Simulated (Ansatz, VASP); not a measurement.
# Two plane-wave programs on SiMo3

```xyz
8
Lattice="5.2008 0.0000 0.0000 0.0000 5.2008 0.0000 0.0000 0.0000 4.9065" Properties=species:S:1:pos:R:3 pbc="T T T"
Si    0.0000    0.0000    0.0000
Si    2.6004    2.6004    2.4532
Mo    1.3002    0.0000    2.4532
Mo    2.6004    3.9006    0.0000
Mo    3.9006    0.0000    2.4532
Mo    2.6004    1.3002    0.0000
Mo    0.0000    2.6004    3.6798
Mo    0.0000    2.6004    1.2266
```

Change from the starting cell: strain +0.0600 x Voigt [1, 1, 0, 0, 0, 0], atoms carried along.

Alike in both runs: task single point; functional PBE; k mesh 8 × 8 × 8; occupations gaussian, width 0.15 eV; no spin polarisation.

```csv
,VASP,Ansatz
version,VASP 6.6.1,Ansatz 0.2.0
potentials or method,"VASP PAW PBE potentials, release 64 (Si, Mo_sv), cutoff 520 eV","scalar-relativistic, plane waves, PAW"
valence electrons in the cell,92,92
```

|  | VASP | Ansatz | Ansatz less VASP |
| --- | --- | --- | --- |
| gap on the k mesh at the Fermi level (eV) | none | none | - |
| pressure (GPa) | -21.4 | -21.6 | -0.28 |
| traceless stress, the component that is largest in VASP (GPa) | 8.85 | 8.77 | -0.074 |
| rms of the force components (eV/Å) | 0.033 | 0.033 | -0.0001 |

Atom by atom the forces differ by 0.000 eV/Å (rms over components). A gap of «none» marks a metal or a gap that the smearing closes.
